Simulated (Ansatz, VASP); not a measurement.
# AlSnH4 in VASP and in Ansatz

```
Al Sn H
1.0
     3.40009    0.00000    0.00000
     0.00000    3.40009    0.00000
     0.00000    0.00000    5.96441
Al Sn H
1 1 4
Direct
  0.00000 0.00000 0.00000
  0.50000 0.50000 0.50000
  0.00000 0.00000 0.70627
  0.50000 0.00000 0.00000
  0.00000 0.50000 0.00000
  0.00000 0.00000 0.29373
```

Alike in both runs: functional PBE; k mesh 4 × 4 × 4; occupations gaussian, width 0.1 eV; no spin polarisation.

Ansatz relaxed the structure, and its values are those at the end. VASP's run is a single point on that final structure, the one shown.

|  | VASP | Ansatz |
| --- | --- | --- |
| version | VASP 6.6.1 | Ansatz 0.2.0 |
| potentials or method | VASP PAW PBE potentials, release 64 (Al, Sn_d, H), cutoff 520 eV | scalar-relativistic, plane waves, PAW |
| valence electrons in the cell | 21 | 21 |

```csv
,VASP,Ansatz,Ansatz less VASP
gap on the k mesh at the Fermi level (eV),none,none,-
pressure (GPa),-0.3,-0.1,+0.15
rms of the force components (eV/Å),0.003,0.004,+0.0007
```

A gap of «none» marks a metal or a gap that the smearing closes.

The k mesh is coarse, so the values compare programs but aren't converged.
